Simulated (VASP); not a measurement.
# Ca7Mg9O16 (P1) in VASP: further runs, part 2 of 2

VASP 6.6.1.

### 3 Relaxation of volume and atoms at fixed shape, PBEsol

This run uses another cell than the first one, of 11.07 Å³/atom.

Contents of INCAR:

```
PREC = Accurate
ENCUT = 700
EDIFF = 1E-7
ISMEAR = -1
SIGMA = 0.05
LREAL = Auto
LASPH = True
NELM = 120
ALGO = Normal
ISIF = 8
LWAVE = False
LCHARG = False
GGA = PS
IBRION = 2
NSW = 100
EDIFFG = -0.03
ISYM = -1
GGA_COMPAT = False
NELMIN = 4
```

Contents of KPOINTS:

```
explicit points
1
Reciprocal
  0.25000000   0.25000000   0.25000000 1
```

Contents of POSCAR:

```
Ca7Mg9O16
1.0
    8.9156200000      0.0000000000      0.0000000000
    0.0000000000      8.9156200000      0.0000000000
    0.0000000000      0.0000000000      8.9156200000
O Mg Ca
32 18 14
Direct
    0.2463970000      0.0028080000      0.0001750000
    0.2475930000      0.0015180000      0.4969330000
    0.2495790000      0.4982800000      0.9968100000
    0.2527530000      0.4997380000      0.4988270000
    0.7529540000      0.0031710000      0.9991940000
    0.7504790000      0.9956290000      0.5034790000
    0.7477400000      0.5001930000      0.0022890000
    0.7483580000      0.5033010000      0.5000650000
    0.9999730000      0.2501400000      0.0001630000
    0.0002260000      0.2460500000      0.5015200000
    0.9974590000      0.7500870000      0.0031750000
    0.9973410000      0.7499510000      0.5008680000
    0.4993690000      0.2481030000      0.9993950000
    0.5012830000      0.2515420000      0.5006950000
    0.4973770000      0.7526250000      0.9994380000
    0.4967760000      0.7507620000      0.4977580000
    0.9991740000      0.9994140000      0.2480090000
    0.9998190000      0.0016060000      0.7520360000
    0.0021460000      0.5015390000      0.2506900000
    0.9980330000      0.4988700000      0.7511210000
    0.4967720000      0.9986570000      0.2477200000
    0.5035980000      0.9968320000      0.7461470000
    0.5053730000      0.4970920000      0.2479890000
    0.4987750000      0.5000340000      0.7466190000
    0.2541410000      0.2518670000      0.2473580000
    0.2497930000      0.2505140000      0.7458430000
    0.2536930000      0.7527320000      0.2479590000
    0.2514550000      0.7507580000      0.7519330000
    0.7493480000      0.2502250000      0.2541300000
    0.7496900000      0.2513140000      0.7519950000
    0.7522740000      0.7520120000      0.2514700000
    0.7491700000      0.7462670000      0.7498170000
    0.9988400000      0.0012990000      0.0049110000
    0.0033210000      0.9997210000      0.5014130000
    0.0010940000      0.5018580000      0.9970700000
    0.0013290000      0.4994930000      0.5024260000
    0.4988480000      0.5031770000      0.0019840000
    0.5027180000      0.5006110000      0.4979600000
    0.2497440000      0.2517140000      0.4990710000
    0.2523130000      0.7505770000      0.9973650000
    0.2496090000      0.7524880000      0.4944900000
    0.7507020000      0.2499050000      0.5025740000
    0.7521560000      0.7487820000      0.4997340000
    0.2493170000      0.9994070000      0.2497720000
    0.2486180000      0.9988670000      0.7483180000
    0.7550590000      0.9966650000      0.2526190000
    0.7505840000      0.9982060000      0.7500580000
    0.0013200000      0.7491400000      0.2487650000
    0.4968000000      0.2515150000      0.2505460000
    0.4974120000      0.7510480000      0.7493440000
    0.4993790000      0.9985880000      0.0009620000
    0.4987880000      0.9980100000      0.5013720000
    0.2466440000      0.2518890000      0.9978870000
    0.7448170000      0.2508900000      0.0011530000
    0.7487040000      0.7520650000      0.0019920000
    0.2466390000      0.4964980000      0.2523860000
    0.2493710000      0.5010530000      0.7487410000
    0.7507100000      0.5018110000      0.2500790000
    0.7514660000      0.5022740000      0.7517480000
    0.9984330000      0.2498490000      0.2493170000
    0.9979880000      0.2499680000      0.7501410000
    0.0025460000      0.7486010000      0.7473780000
    0.4976070000      0.2520110000      0.7485270000
    0.5011780000      0.7493210000      0.2504720000
```

Potentials or basis: VASP PAW PBE potentials, release 64 (O, Mg, Ca_sv).

The run is started by

```
$ cat potpaw_PBE.64/O/POTCAR potpaw_PBE.64/Mg/POTCAR potpaw_PBE.64/Ca_sv/POTCAR > POTCAR
$ mpirun -np 1 vasp_std > vasp.out
```

It took 1.5 h on 1 thread of Intel Xeon 6975P-C (Granite Rapids), shared host; peak memory 1.2 GiB.

Results (log left out):

- Free energy: -406.5281 eV
- Relaxed volume: 11.32 Å³/atom
- Relaxed cell: a = 8.981 Å, b = 8.981 Å, c = 8.981 Å, α = 90.00°, β = 90.00°, γ = 90.00°
- Space group after relaxing (to 0.1 Å): P1 (No. 1)
- Energy gained by relaxing: 55.6 meV/atom
- Ionic steps: 18
- Pressure after relaxing: 0.0 GPa
- Largest force after relaxing: 0.022 eV/Å
- Band gap on the k mesh: 5.03 eV

Forces on the atoms (eV/Å):
```
O   -0.003  0.000  0.004
O   -0.002 -0.007 -0.002
O    0.000 -0.002 -0.001
O    0.004  0.004 -0.002
O    0.002 -0.005  0.001
O    0.004 -0.006 -0.004
O   -0.009  0.005  0.001
O   -0.004  0.001 -0.001
O    0.003  0.022  0.002
O    0.004  0.005 -0.002
O   -0.002 -0.011 -0.001
O    0.005 -0.002 -0.002
O   -0.001 -0.005 -0.002
O   -0.002 -0.008  0.002
O    0.001  0.004 -0.001
O    0.001  0.007  0.002
O    0.003 -0.001 -0.005
O    0.002 -0.003  0.002
O    0.001 -0.003  0.004
O    0.002 -0.001 -0.004
O    0.002 -0.004 -0.001
O    0.000  0.003 -0.004
O   -0.003  0.000 -0.002
O   -0.006  0.001 -0.002
O   -0.003  0.000  0.004
O    0.002 -0.003 -0.004
O    0.002 -0.006 -0.001
O    0.004  0.000  0.001
O    0.005  0.007 -0.004
O   -0.002 -0.002  0.002
O    0.000 -0.003  0.007
O    0.002  0.000 -0.004
Mg  -0.001 -0.007  0.008
Mg   0.002 -0.007  0.002
Mg   0.000 -0.004 -0.001
Mg  -0.004 -0.001  0.004
Mg   0.004  0.000  0.003
Mg   0.001  0.004 -0.001
Mg   0.007 -0.005  0.004
Mg   0.000 -0.001  0.004
Mg   0.003  0.006 -0.003
Mg  -0.003  0.003 -0.001
Mg  -0.010  0.003  0.003
Mg   0.005  0.003 -0.001
Mg   0.006  0.001 -0.002
Mg  -0.006  0.005 -0.001
Mg  -0.003  0.002 -0.002
Mg   0.000 -0.007  0.005
Mg   0.005  0.002 -0.006
Mg   0.002  0.000 -0.003
Ca   0.000  0.008 -0.003
Ca   0.000 -0.003  0.003
Ca  -0.002  0.002 -0.001
Ca   0.000  0.003  0.002
Ca   0.001  0.000 -0.002
Ca  -0.002  0.007  0.001
Ca   0.001 -0.002 -0.002
Ca  -0.003  0.001 -0.001
Ca   0.001  0.000  0.002
Ca  -0.006  0.001 -0.002
Ca  -0.002  0.005  0.009
Ca  -0.004 -0.001 -0.002
Ca   0.000  0.000  0.005
Ca   0.001 -0.005 -0.004
```

Stress tensor (GPa, compression positive):
```
 0.51  0.00 -0.08
 0.00 -1.04 -0.09
-0.08 -0.09  0.50
```

Step by step:
| step | energy change (eV) | largest force (eV/Å) | pressure (GPa) | volume (Å³) |
| --- | --- | --- | --- | --- |
| 1 | 0.0000 | 2.3223 | 4.97 | 708.69 |
| 2 | -2.5366 | 0.9098 | -3.34 | 744.52 |
| 3 | -2.5510 | 0.8469 | -3.87 | 747.41 |
| 4 | -3.3183 | 0.4704 | -0.40 | 725.69 |
| 5 | -3.3646 | 0.3795 | 0.84 | 718.99 |
| 6 | -3.4838 | 0.2466 | 0.30 | 722.00 |
| 7 | -3.5032 | 0.2246 | 0.02 | 723.77 |
| 8 | -3.5337 | 0.1091 | -0.12 | 724.60 |
| 9 | -3.5390 | 0.1471 | -0.19 | 725.09 |
| 10 | -3.5511 | 0.0687 | 0.11 | 723.54 |
| 11 | -3.5516 | 0.0916 | 0.20 | 723.10 |
| 12 | -3.5568 | 0.0592 | -0.06 | 724.48 |
| 13 | -3.5571 | 0.0612 | -0.12 | 724.84 |
| 14 | -3.5592 | 0.0388 | 0.03 | 724.02 |
| 15 | -3.5592 | 0.0437 | 0.05 | 723.94 |
| 16 | -3.5601 | 0.0338 | 0.01 | 724.17 |
| 17 | -3.5602 | 0.0360 | -0.01 | 724.24 |
| 18 | -3.5607 | 0.0224 | -0.01 | 724.28 |

Final structure:
```
O Mg Ca
1.0
     8.98051    0.00000    0.00000
     0.00000    8.98051    0.00000
     0.00000    0.00000    8.98051
O Mg Ca
32 18 14
Direct
  0.23588 0.98828 0.00054
  0.23547 0.99711 0.49920
  0.24681 0.51327 0.00014
  0.24455 0.50250 0.49986
  0.76716 0.99928 0.00038
  0.76526 0.99868 0.49910
  0.75455 0.50224 0.99971
  0.75533 0.50218 0.49955
  0.00176 0.26212 0.00269
  0.00090 0.25682 0.49800
  0.01094 0.74789 0.01069
  0.00173 0.74780 0.49066
  0.49864 0.26621 0.00932
  0.49858 0.26494 0.49067
  0.48748 0.73788 0.99251
  0.49563 0.73641 0.50708
  0.00024 0.99045 0.25071
  0.00014 0.99790 0.74954
  0.99983 0.51222 0.25004
  0.99981 0.50273 0.75161
  0.50069 0.00837 0.24975
  0.50053 0.98990 0.74968
  0.49957 0.49215 0.24986
  0.49967 0.51014 0.75063
  0.25887 0.23326 0.26353
  0.25189 0.23181 0.73515
  0.24182 0.76474 0.25690
  0.25874 0.76479 0.74220
  0.74067 0.23404 0.26525
  0.74793 0.23273 0.73259
  0.75749 0.76500 0.26341
  0.74038 0.76487 0.73511
  0.00250 0.98816 0.00423
  0.00062 0.99409 0.49677
  0.00321 0.50665 0.00404
  0.00055 0.50373 0.49572
  0.49442 0.50343 0.99983
  0.49847 0.50088 0.49904
  0.24692 0.24619 0.49784
  0.24695 0.75256 0.00136
  0.24552 0.75287 0.49915
  0.75327 0.24650 0.49781
  0.75630 0.75279 0.49891
  0.24187 0.99673 0.25633
  0.24461 0.99544 0.74314
  0.75793 0.99879 0.25861
  0.75561 0.99754 0.74015
  0.00293 0.75383 0.25378
  0.49958 0.24927 0.25671
  0.49645 0.75128 0.74438
  0.49732 0.99742 0.99955
  0.49984 0.00012 0.49971
  0.24921 0.24644 0.00224
  0.75050 0.24805 0.00226
  0.75127 0.75210 0.99980
  0.24944 0.50194 0.25221
  0.25084 0.50532 0.74775
  0.74978 0.49992 0.25317
  0.74858 0.50287 0.74596
  0.99991 0.24620 0.25309
  0.99997 0.24739 0.74698
  0.00227 0.75251 0.74748
  0.49989 0.25035 0.74477
  0.49743 0.75086 0.25337
```

Levels at points of the mesh, in eV from the valence-band top:
```csv
k point,band 180,band 181,band 182,band 183,band 184,band 185,band 186,band 187,band 188,band 189
"(0.25, 0.25, 0.25)",-0.22,-0.19,-0.18,-0.02,0.00,5.03,5.23,5.32,5.39,5.69
```

Caveat: the PAW data sets were made with another functional, which shifts forces and pressure a little; a shifted mesh leaves out Γ, where band edges can lie.
